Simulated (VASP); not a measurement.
A run of VASP 6.6.1 is set up as follows.

Contents of INCAR:

```
SYSTEM = Mg33O32
PREC = Accurate ; ENCUT = 520
EDIFF = 1E-6 ; ISMEAR = -1
SIGMA = 0.05 ; LREAL = Auto
LASPH = .True. ; NELM = 60
ALGO = Normal ; ISIF = 2
LWAVE = .False. ; LCHARG = .False.
GGA = PE ; NBANDS = 167
NELECT = 256.0 ; ISYM = 0
```

Contents of KPOINTS:

```
Automatic mesh
0
Gamma
  1 1 1
  0.25 0.25 0.25
```

Contents of POSCAR:

```
Mg33O32
1.0
    8.4288080000      0.0000000000      0.0000000000
    0.0000000000      8.4288080000      0.0000000000
    0.0000000000      0.0000000000      8.4288080000
O Mg
32 33
Direct
    0.2507260000      0.0002570000      0.0005560000
    0.2485440000      0.9942310000      0.5012060000
    0.2485370000      0.5009100000      0.9945230000
    0.2487550000      0.5007610000      0.5010510000
    0.7496620000      0.9998240000      0.0001210000
    0.7492380000      0.0002820000      0.4991040000
    0.7492380000      0.4987960000      0.0005670000
    0.7553060000      0.5009580000      0.5012750000
    0.0007090000      0.2502660000      0.0005500000
    0.9947060000      0.2480790000      0.5012120000
    0.0002760000      0.7492060000      0.0001250000
    0.0007240000      0.7487910000      0.4991030000
    0.5013640000      0.2480810000      0.9945380000
    0.5011580000      0.2483300000      0.5010370000
    0.4992590000      0.7487880000      0.0005680000
    0.5014300000      0.7548360000      0.5012750000
    0.0007110000      0.0002540000      0.2505670000
    0.0002750000      0.9998160000      0.7495170000
    0.9946690000      0.5009100000      0.2483780000
    0.0007260000      0.4987990000      0.7490890000
    0.5013620000      0.9942250000      0.2483890000
    0.4992530000      0.0002780000      0.7490820000
    0.5012340000      0.5007640000      0.2486200000
    0.5014240000      0.5009620000      0.7551460000
    0.2487970000      0.2483520000      0.2486530000
    0.2485780000      0.2481170000      0.7550590000
    0.2485700000      0.7547710000      0.2484110000
    0.2507430000      0.7487980000      0.7490990000
    0.7552210000      0.2481080000      0.2484280000
    0.7492490000      0.2502850000      0.7490850000
    0.7492510000      0.7488030000      0.2505910000
    0.7496680000      0.7492140000      0.7495130000
    0.9997130000      0.9992620000      0.9995600000
    0.9943190000      0.9938600000      0.5003610000
    0.9942950000      0.5000520000      0.9941450000
    0.9983640000      0.5004480000      0.5007500000
    0.5005150000      0.9938500000      0.9941540000
    0.5008970000      0.9979000000      0.5007530000
    0.5009050000      0.5004510000      0.9982100000
    0.5306890000      0.5302060000      0.5305310000
    0.2490390000      0.2485810000      0.9981630000
    0.2194530000      0.2189630000      0.5302580000
    0.2494340000      0.7551720000      0.9941680000
    0.2490570000      0.7511660000      0.5007620000
    0.7556200000      0.2489750000      0.9941870000
    0.7516300000      0.2485980000      0.5007480000
    0.7502320000      0.7497730000      0.9996020000
    0.7556970000      0.7552480000      0.5003810000
    0.2490380000      0.9978620000      0.2488790000
    0.2494310000      0.9938910000      0.7554600000
    0.2193720000      0.5299980000      0.2192290000
    0.2490570000      0.5004520000      0.7514600000
    0.7556200000      0.9938800000      0.2492760000
    0.7502270000      0.9992990000      0.7500770000
    0.7516080000      0.5004580000      0.2489090000
    0.7556970000      0.5000810000      0.7555370000
    0.9983270000      0.2485870000      0.2488850000
    0.9943390000      0.2489720000      0.7554540000
    0.9943290000      0.7551680000      0.2492780000
    0.9997540000      0.7497780000      0.7500770000
    0.5304300000      0.2189440000      0.2192720000
    0.5009150000      0.2486080000      0.7514730000
    0.5009100000      0.7511550000      0.2489100000
    0.5005370000      0.7552380000      0.7555360000
    0.3750860000      0.3747000000      0.3749150000
```

Potentials or basis: VASP PAW PBE potentials, release 64 (O, Mg).

Launch:

```bash
$ cat potpaw_PBE.64/O/POTCAR potpaw_PBE.64/Mg/POTCAR > POTCAR
$ mpirun -np 1 vasp_std > vasp.out
```

Predict the largest force.

0.070 eV/Å.

Forces in eV/Å, atoms in the order of the input:
```
O    0.002  0.012  0.012
O    0.018 -0.007 -0.014
O    0.018 -0.014 -0.006
O   -0.041  0.040  0.040
O    0.003  0.000 -0.001
O   -0.012  0.012 -0.005
O   -0.011 -0.005  0.013
O    0.009 -0.016 -0.017
O    0.014  0.000  0.012
O   -0.006  0.017 -0.014
O    0.001 -0.004  0.001
O    0.012 -0.013 -0.005
O   -0.014  0.018 -0.005
O    0.040 -0.040  0.039
O   -0.003 -0.013  0.013
O   -0.017  0.009 -0.016
O    0.014  0.012  0.000
O    0.002 -0.001 -0.002
O   -0.006 -0.014  0.017
O    0.012 -0.005 -0.013
O   -0.015 -0.007  0.018
O   -0.004  0.012 -0.013
O    0.039  0.039 -0.043
O   -0.017 -0.015  0.010
O   -0.028 -0.026 -0.028
O    0.014  0.014  0.005
O    0.014  0.003  0.013
O    0.001 -0.013 -0.013
O    0.003  0.014  0.014
O   -0.012  0.001 -0.012
O   -0.011 -0.013  0.001
O    0.000 -0.003  0.000
Mg   0.001  0.000  0.000
Mg   0.003  0.005  0.001
Mg   0.004  0.001  0.004
Mg  -0.008  0.001  0.001
Mg   0.001  0.005  0.004
Mg   0.000 -0.006  0.000
Mg   0.000  0.001 -0.008
Mg  -0.001  0.000  0.000
Mg   0.001  0.001 -0.006
Mg  -0.005 -0.003  0.009
Mg   0.000 -0.003  0.003
Mg   0.000  0.007  0.000
Mg  -0.003  0.000  0.002
Mg   0.004  0.002  0.000
Mg  -0.001  0.001 -0.001
Mg  -0.006 -0.005  0.000
Mg   0.001 -0.005  0.001
Mg   0.000  0.003 -0.003
Mg  -0.004  0.010 -0.003
Mg   0.000  0.000  0.006
Mg  -0.003  0.003  0.000
Mg   0.000 -0.001  0.000
Mg   0.007  0.000  0.001
Mg  -0.006  0.000 -0.005
Mg  -0.008  0.001  0.001
Mg   0.003  0.000 -0.003
Mg   0.003 -0.002  0.000
Mg  -0.002  0.000  0.000
Mg   0.008 -0.002 -0.003
Mg  -0.001  0.001  0.005
Mg   0.000  0.007  0.001
Mg  -0.001 -0.005 -0.005
Mg  -0.008 -0.011 -0.008
```

Caveat: the cell carries a net charge on a neutralising background, which shifts energy and pressure.
